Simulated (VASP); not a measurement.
TiGeB4: relaxation of cell and atoms with LDA

TiGeB4:

```
Ti Ge B
1.0
     3.00506    0.00000    0.00000
    -1.50253    2.60246    0.00000
     0.00000    0.00000    7.06454
Ti Ge B
1 1 4
Direct
  0.00000 0.00000 0.00000
  0.00000 0.00000 0.50000
  0.33333 0.66667 0.77952
  0.33333 0.66667 0.22048
  0.66667 0.33333 0.77952
  0.66667 0.33333 0.22048
```

```
Program                : VASP 6.6.1
Task                   : relaxation of cell and atoms
Functional             : LDA
Potentials or basis    : VASP PAW LDA potentials, release 64 (Ti_sv, Ge_d, B)
Cutoff                 : 600 eV
k mesh                 : 15 × 15 × 6
Occupations            : gaussian, width 0.1 eV
Spin                   : no spin polarisation
Dipole correction      : no
Further INCAR settings : ALGO = Normal; EDIFF = 1e-06; IBRION = 2; EDIFFG = -0.005; NSW = 100; ISIF = 3
```

| Property | Result |
| --- | --- |
| Relaxed volume | 9.22 Å³/atom |
| Relaxed cell | a = 3.007 Å, b = 3.007 Å, c = 7.064 Å, α = 90.00°, β = 90.00°, γ = 120.00° |
| Space group after relaxing (to 0.1 Å) | P6/mmm (No. 191) |
| Energy gained by relaxing | 0.0 meV/atom |
| Ionic steps | 6 |
| Pressure after relaxing | 0.0 GPa |
| Largest force after relaxing | 0.005 eV/Å |
| Band gap on the k mesh | zero (bands 19 and 20 overlap by 3.24 eV) |

Forces on the atoms (eV/Å):
```
Ti   0.000  0.000  0.000
Ge   0.000  0.000  0.000
B    0.000  0.000 -0.005
B    0.000  0.000  0.005
B    0.000  0.000 -0.005
B    0.000  0.000  0.005
```

Step by step:
| step | energy change (eV) | largest force (eV/Å) | pressure (GPa) | volume (Å³) |
| --- | --- | --- | --- | --- |
| 1 | 0.0000 | 0.0131 | 0.29 | 55.25 |
| 2 | -0.0001 | 0.0033 | -0.20 | 55.38 |
| 3 | -0.0001 | 0.0058 | -0.05 | 55.34 |
| 4 | -0.0001 | 0.0065 | 0.02 | 55.34 |
| 5 | -0.0001 | 0.0060 | -0.02 | 55.34 |
| 6 | -0.0002 | 0.0050 | 0.03 | 55.33 |

Final structure:
```
Ti Ge B
1.0
     3.00744    0.00000    0.00000
    -1.50372    2.60452    0.00000
     0.00000    0.00000    7.06403
Ti Ge B
1 1 4
Direct
  0.00000 0.00000 0.00000
  0.00000 0.00000 0.50000
  0.33333 0.66667 0.77942
  0.33333 0.66667 0.22058
  0.66667 0.33333 0.77942
  0.66667 0.33333 0.22058
```

Levels at points of the mesh, in eV from the Fermi level:
```tsv
k point	band 17	band 18	band 19	band 20	band 21	band 22
(0.00, 0.00, 0.00)	-0.23	-0.23	0.64	0.64	1.82	2.72
(0.00, 0.00, 0.50)	-0.28	-0.26	0.59	0.59	0.63	2.79
```

Wall time 9.4 min on 1 thread of Oxide Virtual Turin-like Processor, with other jobs on the host, peak memory 0.26 GiB.
